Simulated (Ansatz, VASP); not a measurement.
## One calculation of Ni3F, two programs

```
Ni F
1.0
    -1.64757    1.64757    3.68029
     1.64757   -1.64757    3.68029
     1.64757    1.64757   -3.68029
Ni F
3 1
Direct
  0.50000 0.50000 0.00000
  0.25000 0.75000 0.50000
  0.75000 0.25000 0.50000
  0.00000 0.00000 0.00000
```

Alike in both runs: task single point; functional PBE; k mesh 8 × 8 × 8; occupations gaussian, width 0.1 eV; collinear spin.

```csv
,VASP,Ansatz
version,VASP 6.6.1,Ansatz 0.2.0
potentials or method,"VASP PAW PBE potentials, release 64 (Ni, F), cutoff 520 eV","scalar-relativistic, plane waves, PAW"
valence electrons in the cell,37,61
```

|  | VASP | Ansatz | Ansatz less VASP |
| --- | --- | --- | --- |
| gap on the k mesh at the Fermi level (eV) | none | none | - |
| pressure (GPa) | 21.8 | 22.4 | +0.55 |
| traceless stress, the component that is largest in VASP (GPa) | -5.05 | -5.16 | -0.108 |
| net moment per atom (μB) | 0.61 | 0.62 | +0.011 |
| size of the moment on the site where the two differ most (μB) | 0.89 | 0.93 | +0.042 |

Site moments also hang on the region over which each program counts them. A gap of «none» marks a metal or a gap that the smearing closes. With one functional, cell and mesh, what is left measures potentials, basis and numerics. VASP's potentials hold 37 valence electrons a cell and Ansatz's 61, so a difference there can come from the potentials and not from the codes.
